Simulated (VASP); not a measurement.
# MnS: single point with PBE

The system is MnS.

```
Mn S
1.0
     0.00000    2.60450    2.60450
     2.60450    0.00000    2.60450
     2.60450    2.60450    0.00000
Mn S
1 1
Cartesian
  0.0000 0.0000 0.0000
  2.6045 2.6045 2.6045
```

* Program: VASP 6.6.1
* Task: single point
* Functional: PBE
* Potentials or basis: VASP PAW PBE potentials, release 64 (Mn_pv, S)
* Cutoff: 520 eV
* k mesh: 14 × 14 × 14
* Occupations: gaussian, width 0.05 eV
* Spin: collinear spin, ferromagnetic start
* Starting moments: [4.0, 0.0] μB
* Dipole correction: no
* Further INCAR settings: ALGO = Normal; EDIFF = 1e-06; NBANDS = 20

```json
{"Pressure": "-3.1 GPa", "Net moment": "4.70 μB per cell", "Site moments": "Mn +4.25; S +0.10 μB", "Valence electrons inside the program's atomic spheres": "Mn 11.31; S 3.73"}
```

Levels at points of the mesh, in eV from the Fermi level:
Spin up:
```
           k point  band 9  band 10  band 11  band 12  band 13  band 14  band 15  band 16
(0.00, 0.00, 0.00)   -3.32    -1.92    -1.92    -1.92     1.67     8.55     8.55     8.55
(0.50, 0.00, 0.00)   -2.91    -2.53     0.35     0.35     2.78     5.34     5.34     8.44
(0.50, 0.50, 0.00)   -3.07    -2.77    -2.77    -2.29     0.81     5.43    10.10    11.89
```
Spin down:
| k point | band 3 | band 4 | band 5 | band 6 | band 7 | band 8 | band 9 | band 10 | band 11 | band 12 |
| --- | --- | --- | --- | --- | --- | --- | --- | --- | --- | --- |
| (0.00, 0.00, 0.00) | -46.21 | -14.33 | -1.71 | -1.71 | -1.71 | 0.26 | 0.26 | 0.26 | 0.31 | 0.31 |
| (0.50, 0.00, 0.00) | -46.22 | -13.06 | -6.41 | -3.40 | -3.40 | 1.22 | 1.22 | 1.41 | 3.13 | 3.13 |
| (0.50, 0.50, 0.00) | -46.22 | -12.90 | -5.60 | -3.22 | -3.22 | -0.84 | 0.74 | 1.47 | 1.47 | 1.57 |

Wall time 2.1 min on 1 thread of AMD EPYC 7R43 64-Core Processor (Zen 3), on a shared host, peak memory 0.21 GiB.

Caveat: a cell with one magnetic atom can't hold antiferromagnetic order, which such compounds often take; semilocal functionals often make such compounds metallic where correlation or magnetic order opens a gap, which also shifts bond lengths. With open d or f shells a metallic result of PBE can be an artefact of self-interaction; +U or a hybrid may open a gap.
